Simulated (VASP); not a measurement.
# PmS (Pm-3m) in VASP: single point with PBE+U

Aim: the single point of PmS with PBE+U.

Everything below comes from runs of VASP 6.6.1. Logs are shortened: lines on timing, memory, paths and dates and some standing lists are left out, and cuts for length are marked.

### 1 The cell of the first run

Symmetry: Pm-3m, No. 221, cubic system. The conventional cell has a = 3.662 Å, b = 3.662 Å, c = 3.662 Å, α = 90.00°, β = 90.00°, γ = 90.00°. Within 4.2 Å of Pm (site symmetry m-3m) lie 8 S at 3.17 Å and 6 Pm at 3.66 Å. S (site symmetry m-3m) has 8 Pm at 3.17 Å and 6 S at 3.66 Å within 4.2 Å.

### 2 Single point, PBE+U, collinear spin, ferromagnetic start

POSCAR reads:

```
PmS
1.0
    3.6623686261      0.0000000000      0.0000000000
    0.0000000000      3.6623686261      0.0000000000
    0.0000000000      0.0000000000      3.6623686261
Pm S
1 1
Direct
    0.0000000000      0.0000000000      0.0000000000
    0.5000000000      0.5000000000      0.5000000000
```

INCAR.step1 reads:

```
SYSTEM = PmS
PREC     = Accurate       ! precision mode
ENCUT    = 520            ! plane-wave cutoff, eV
EDIFF    = 1E-6           ! SCF threshold, eV
ISMEAR   = 0              ! smearing method
SIGMA    = 0.05           ! smearing width, eV
LREAL    = .False.        ! projectors in reciprocal space
LASPH    = .True.         ! aspherical terms in the spheres
NELM     = 150            ! most SCF steps
ALGO     = Normal         ! electronic algorithm
ISIF     = 2              ! what is computed and relaxed
LWAVE    = .False.        ! write WAVECAR
LCHARG   = .True.         ! write CHGCAR
ISPIN    = 2              ! spin polarisation
MAGMOM   = 5.38 0         ! initial moments
LMAXMIX  = 6              ! l up to which the mixer works
LDAU     = .True.         ! DFT+U
LDAUTYPE = 2            
LDAUL    = 3 -1           ! shell
LDAUU    = 6 0            ! U, eV
LDAUJ    = 0 0          
LDAUPRINT= 1            
GGA      = PE             ! functional
NBANDS   = 22             ! bands
```

KPOINTS.step1 reads:

```
Automatic mesh
0
Gamma
  8 8 8
  0 0 0
```

INCAR.step2 reads:

```
SYSTEM = PmS
PREC     = Accurate       ! precision mode
ENCUT    = 520            ! plane-wave cutoff, eV
EDIFF    = 1E-6           ! SCF threshold, eV
ISMEAR   = -5             ! smearing method
SIGMA    = 0.05           ! smearing width, eV
LREAL    = .False.        ! projectors in reciprocal space
LASPH    = .True.         ! aspherical terms in the spheres
NELM     = 150            ! most SCF steps
ALGO     = Normal         ! electronic algorithm
ISIF     = 2              ! what is computed and relaxed
LWAVE    = .False.        ! write WAVECAR
LCHARG   = .False.        ! write CHGCAR
ISPIN    = 2              ! spin polarisation
MAGMOM   = 5.38 0         ! initial moments
LORBIT   = 11             ! projections on sites
LMAXMIX  = 6              ! l up to which the mixer works
LDAU     = .True.         ! DFT+U
LDAUTYPE = 2            
LDAUL    = 3 -1           ! shell
LDAUU    = 6 0            ! U, eV
LDAUJ    = 0 0          
LDAUPRINT= 1            
GGA      = PE             ! functional
NBANDS   = 22             ! bands
NEDOS    = 1001           ! points of the DOS
ICHARG   = 11             ! starting density
```

KPOINTS.step2 reads:

```
Automatic mesh
0
Gamma
  12 12 12
  0 0 0
```

Potentials or basis: VASP PAW PBE potentials, release 64 (Pm, S).

Command:

```sh
$ cat potpaw_PBE.64/Pm/POTCAR potpaw_PBE.64/S/POTCAR > POTCAR
$ cp INCAR.step1 INCAR
$ cp KPOINTS.step1 KPOINTS
$ mpirun -np 1 vasp_std > vasp.out
$ cp INCAR.step2 INCAR
$ cp KPOINTS.step2 KPOINTS
$ mpirun -np 1 vasp_std > vasp.out
```

OUTCAR:

```text
SYSTEM = PmS
   PREC = Accurate
   ENCUT = 520
   EDIFF = 1E-6
   ISMEAR = -5
   LREAL = .False.
   LASPH = .True.
   NELM = 150
   ISIF = 2
   ISPIN = 2
   LORBIT = 11
   GGA = PE
   ICHARG = 11

 ion  position               nearest neighbor table
   1  0.000  0.000  0.000-   2 3.17   2 3.17   2 3.17   2 3.17   2 3.17   2 3.17   2 3.17   2 3.17

   2  0.500  0.500  0.500-   1 3.17   1 3.17   1 3.17   1 3.17   1 3.17   1 3.17   1 3.17   1 3.17

  LATTYP: Found a simple cubic cell.
 ALAT       =     3.6623686261

  Lattice vectors:

 A1 = (   3.6623686261,   0.0000000000,   0.0000000000)
 A2 = (   0.0000000000,   3.6623686261,   0.0000000000)
 A3 = (   0.0000000000,   0.0000000000,   3.6623686261)

Analysis of symmetry for initial positions (statically):
=====================================================================
 Subroutine PRICEL returns:
 Original cell was already a primitive cell.

 Routine SETGRP: Setting up the symmetry group for a
 simple cubic supercell.

 Subroutine GETGRP returns: Found 48 space group operations
 (whereof 48 operations were pure point group operations)
 out of a pool of 48 trial point group operations.

The static configuration has the point symmetry O_h .

Analysis of symmetry for dynamics (positions and initial velocities):
=====================================================================
 Subroutine PRICEL returns:
 Original cell was already a primitive cell.

 Routine SETGRP: Setting up the symmetry group for a
 simple cubic supercell.

 Subroutine GETGRP returns: Found 48 space group operations
 (whereof 48 operations were pure point group operations)
 out of a pool of 48 trial point group operations.

The dynamic configuration has the point symmetry O_h .

Analysis of structural, dynamic, and magnetic symmetry:
=====================================================================
 Subroutine PRICEL returns:
 Original cell was already a primitive cell.

 Routine SETGRP: Setting up the symmetry group for a
 simple cubic supercell.

 Subroutine GETGRP returns: Found 48 space group operations
 (whereof 48 operations were pure point group operations)
 out of a pool of 48 trial point group operations.

The overall configuration has the point symmetry O_h .

 Subroutine INISYM returns: Found 48 space group operations
 (whereof 48 operations are pure point group operations),
 and found     1 'primitive' translations

----------------------------------------------------------------------------------------

                                     Primitive cell

  volume of cell :      49.1231

  direct lattice vectors                    reciprocal lattice vectors
     3.662368626  0.000000000  0.000000000     0.273047337  0.000000000  0.000000000
     0.000000000  3.662368626  0.000000000     0.000000000  0.273047337  0.000000000
[... 119 lines left out ...]
   IVDW    =     0    specifies the selected vdW correction
   LEPSILON=     F    determine dielectric tensor
   LRPA    =     F    only Hartree local field effects (RPA)
 spin polarized calculation
 Fermi weights with tetrahedron method with Bloechl corrections
  energy-cutoff  :      520.00
  volume of cell :       49.12
 maximum number of plane-waves:      1357
 NGX is ok and might be reduce to    28

atom =   1  type =  1  l = 3

 onsite density matrix

spin component  1

  0.7041 -0.0000 -0.2163 -0.0000 -0.0000  0.0000  0.0000
 -0.0000  0.0065  0.0000 -0.0000  0.0000 -0.0000  0.0000
 -0.2163  0.0000  0.8158  0.0000  0.0000 -0.0000  0.0000
 -0.0000 -0.0000  0.0000  0.5365  0.0000 -0.0000  0.0000
 -0.0000  0.0000  0.0000  0.0000  0.8158  0.0000  0.2163
  0.0000 -0.0000 -0.0000 -0.0000  0.0000  0.9834  0.0000
  0.0000  0.0000  0.0000  0.0000  0.2163  0.0000  0.7041

spin component  2

  0.0009 -0.0000  0.0001  0.0000  0.0000  0.0000  0.0000
 -0.0000  0.0046 -0.0000  0.0000  0.0000 -0.0000  0.0000
  0.0001 -0.0000  0.0009  0.0000 -0.0000 -0.0000 -0.0000
  0.0000  0.0000  0.0000  0.0010 -0.0000  0.0000 -0.0000
  0.0000  0.0000 -0.0000 -0.0000  0.0009 -0.0000 -0.0001
  0.0000 -0.0000 -0.0000  0.0000 -0.0000  0.0008 -0.0000
  0.0000  0.0000 -0.0000 -0.0000 -0.0001 -0.0000  0.0009

 occupancies and eigenvectors

  o =  0.0008  v =  0.0000  0.0000  0.0000  0.0000  0.0000  0.0000  0.0000 -0.0000 -0.0000  0.0000 -0.0000  0.0000  1.0000  0.0000      0.0000  0.0000  0.0000  0.0000  0.0000  0.0000  0.0000  0.0000  0.0000  0.0000  0.0000  0.0000  0.0000  0.0000
  o =  0.0008  v =  0.0000  0.0000  0.0000  0.0000  0.0000  0.0000  0.0000  0.0268  0.0000 -0.0347 -0.0000 -0.7898  0.0000 -0.6118      0.0000  0.0000  0.0000  0.0000  0.0000  0.0000  0.0000  0.0000  0.0000  0.0000  0.0000  0.0000  0.0000  0.0000
  o =  0.0008  v =  0.0000  0.0000  0.0000  0.0000  0.0000  0.0000  0.0000  0.6118 -0.0000 -0.7898 -0.0000  0.0347  0.0000  0.0268      0.0000  0.0000  0.0000  0.0000  0.0000  0.0000  0.0000  0.0000  0.0000  0.0000  0.0000  0.0000  0.0000  0.0000
  o =  0.0010  v =  0.0000  0.0000  0.0000  0.0000  0.0000  0.0000  0.0000 -0.0000  0.0000 -0.0000  1.0000 -0.0000  0.0000  0.0000      0.0000  0.0000  0.0000  0.0000  0.0000  0.0000  0.0000  0.0000  0.0000  0.0000  0.0000  0.0000  0.0000  0.0000
  o =  0.0010  v =  0.0000  0.0000  0.0000  0.0000  0.0000  0.0000  0.0000  0.7905  0.0000  0.6124  0.0000  0.0030  0.0000 -0.0038      0.0000  0.0000  0.0000  0.0000  0.0000  0.0000  0.0000  0.0000  0.0000  0.0000  0.0000  0.0000  0.0000  0.0000
  o =  0.0010  v =  0.0000  0.0000  0.0000  0.0000  0.0000  0.0000  0.0000 -0.0038 -0.0000 -0.0030  0.0000  0.6124 -0.0000 -0.7905      0.0000  0.0000  0.0000  0.0000  0.0000  0.0000  0.0000  0.0000  0.0000  0.0000  0.0000  0.0000  0.0000  0.0000
  o =  0.0046  v =  0.0000  0.0000  0.0000  0.0000  0.0000  0.0000  0.0000 -0.0000  1.0000 -0.0000 -0.0000  0.0000  0.0000 -0.0000      0.0000  0.0000  0.0000  0.0000  0.0000  0.0000  0.0000  0.0000  0.0000  0.0000  0.0000  0.0000  0.0000  0.0000
  o =  0.0065  v =  0.0000  1.0000  0.0000 -0.0000 -0.0000  0.0000  0.0000  0.0000  0.0000  0.0000  0.0000  0.0000  0.0000  0.0000      0.0000  0.0000  0.0000  0.0000  0.0000  0.0000  0.0000  0.0000  0.0000  0.0000  0.0000  0.0000  0.0000  0.0000
  o =  0.5365  v =  0.0000  0.0000  0.0000  1.0000  0.0000  0.0000 -0.0000  0.0000  0.0000  0.0000  0.0000  0.0000  0.0000  0.0000      0.0000  0.0000  0.0000  0.0000  0.0000  0.0000  0.0000  0.0000  0.0000  0.0000  0.0000  0.0000  0.0000  0.0000
  o =  0.5365  v = -0.7906  0.0000 -0.6124  0.0000 -0.0003  0.0000  0.0004  0.0000  0.0000  0.0000  0.0000  0.0000  0.0000  0.0000      0.0000  0.0000  0.0000  0.0000  0.0000  0.0000  0.0000  0.0000  0.0000  0.0000  0.0000  0.0000  0.0000  0.0000
  o =  0.5365  v =  0.0004 -0.0000  0.0003  0.0000 -0.6124  0.0000  0.7906  0.0000  0.0000  0.0000  0.0000  0.0000  0.0000  0.0000      0.0000  0.0000  0.0000  0.0000  0.0000  0.0000  0.0000  0.0000  0.0000  0.0000  0.0000  0.0000  0.0000  0.0000
  o =  0.9834  v = -0.0000  0.0000  0.0000 -0.0000  0.0000  1.0000  0.0000  0.0000  0.0000  0.0000  0.0000  0.0000  0.0000  0.0000      0.0000  0.0000  0.0000  0.0000  0.0000  0.0000  0.0000  0.0000  0.0000  0.0000  0.0000  0.0000  0.0000  0.0000
  o =  0.9834  v = -0.0012  0.0000  0.0016 -0.0000 -0.7906  0.0000 -0.6124  0.0000  0.0000  0.0000  0.0000  0.0000  0.0000  0.0000      0.0000  0.0000  0.0000  0.0000  0.0000  0.0000  0.0000  0.0000  0.0000  0.0000  0.0000  0.0000  0.0000  0.0000
  o =  0.9834  v = -0.6124 -0.0000  0.7906  0.0000  0.0016 -0.0000  0.0012  0.0000  0.0000  0.0000  0.0000  0.0000  0.0000  0.0000      0.0000  0.0000  0.0000  0.0000  0.0000  0.0000  0.0000  0.0000  0.0000  0.0000  0.0000  0.0000  0.0000  0.0000

 number of electron      21.0000007 magnetization       4.9993971

 Free energy of the ion-electron system (eV)
  ---------------------------------------------------
  ext. energy  EPLUGINS =         0.00000000
  ---------------------------------------------------
  free energy    TOTEN  =       -12.96139450 eV

  energy without entropy =      -12.96139450  energy(sigma->0) =      -12.96139450

 E-fermi :   6.8789     XC(G=0): -10.1615

 val. band max:        6.8830272931   @ k =   0.5000   0.1667   0.1667
 cond. band min:       6.8795566738   @ k =   0.4167   0.2500   0.2500
 fundamental gap:     -0.0034706193
 Fermi energy:         6.8788860416

 spin component 1

 k-point     1 :       0.0000    0.0000    0.0000
  band No.  band energies     occupation
      1     -31.8900      1.00000
      2     -12.1487      1.00000
      3     -12.1487      1.00000
      4     -12.1487      1.00000
      5      -6.4661      1.00000
      6       3.7540      1.00000
[... 1193 lines left out ...]
     21      14.6487      0.00000
     22      16.6530      0.00000

 [... further k-points ...]

------------------------ aborting loop because EDIFF is reached ----------------------------------------

  FORCE on cell =-STRESS in cart. coord.  units (eV):
  Direction    XX          YY          ZZ          XY          YZ          ZX
  --------------------------------------------------------------------------------------
  -------------------------------------------------------------------------------------
  Total       -0.6009742     -0.6009742     -0.6009742      0.0000000      0.0000000     -0.0000000
  in kB      -19.6010897    -19.6010897    -19.6010897      0.0000000      0.0000000     -0.0000000
  external PRESSURE =     -19.6010897 kB  Pullay stress =       0.0000000 kB

 VOLUME and BASIS-vectors are now :
 -----------------------------------------------------------------------------
  energy-cutoff  :      520.00
  volume of cell :       49.12
      direct lattice vectors                 reciprocal lattice vectors
     3.662368626  0.000000000  0.000000000     0.273047337  0.000000000  0.000000000
     0.000000000  3.662368626  0.000000000     0.000000000  0.273047337  0.000000000
     0.000000000  0.000000000  3.662368626     0.000000000  0.000000000  0.273047337

 POSITION                                       TOTAL-FORCE (eV/Angst)
 -----------------------------------------------------------------------------------
      0.00000      0.00000      0.00000         0.000000      0.000000      0.000000
      1.83118      1.83118      1.83118         0.000000      0.000000      0.000000
 -----------------------------------------------------------------------------------
    total drift:                                0.000000      0.000000      0.000000

  FREE ENERGIE OF THE ION-ELECTRON SYSTEM (eV)
  ---------------------------------------------------
  free  energy   TOTEN  =       -12.9613945005 eV

  energy  without entropy=      -12.9613945005  energy(sigma->0) =      -12.96139450

 total charge

# of ion       s       p       d       f       tot
--------------------------------------------------
    1        2.000   5.531   0.340   4.577  12.448
    2        1.321   2.400   0.000   0.000   3.720
--------------------------------------------------
tot          3.320   7.930   0.340   4.577  16.168

 magnetization (x)

# of ion       s       p       d       f       tot
--------------------------------------------------
    1       -0.012   0.009   0.143   4.557   4.698
    2       -0.005  -0.069   0.000   0.000  -0.073
--------------------------------------------------
tot         -0.016  -0.060   0.143   4.557   4.624
```

It took 2.1 min on 1 thread of Oxide Virtual Turin-like, shared host; peak memory 0.25 GiB.

What came out:

* Net moment: 5.00 μB per cell
* Site moments: Pm +4.70; S -0.07 μB
* Valence electrons inside the program's atomic spheres: Pm 12.45; S 3.72

Eigenvalues of the final occupation matrices:
| site | spin | trace | eigenvalues |
| --- | --- | --- | --- |
| site 1 f | 1 | 4.57 | 0.01 0.54 0.54 0.54 0.98 0.98 0.98 |
| site 1 f | 2 | 0.01 | 0.00 0.00 0.00 0.00 0.00 0.00 0.00 |

Caveat: the magnetic or orbital state may not be the lowest; spin-orbit coupling is left out, which moves the levels of the heavy elements. The state reached can hang on the start; a lower one may exist.
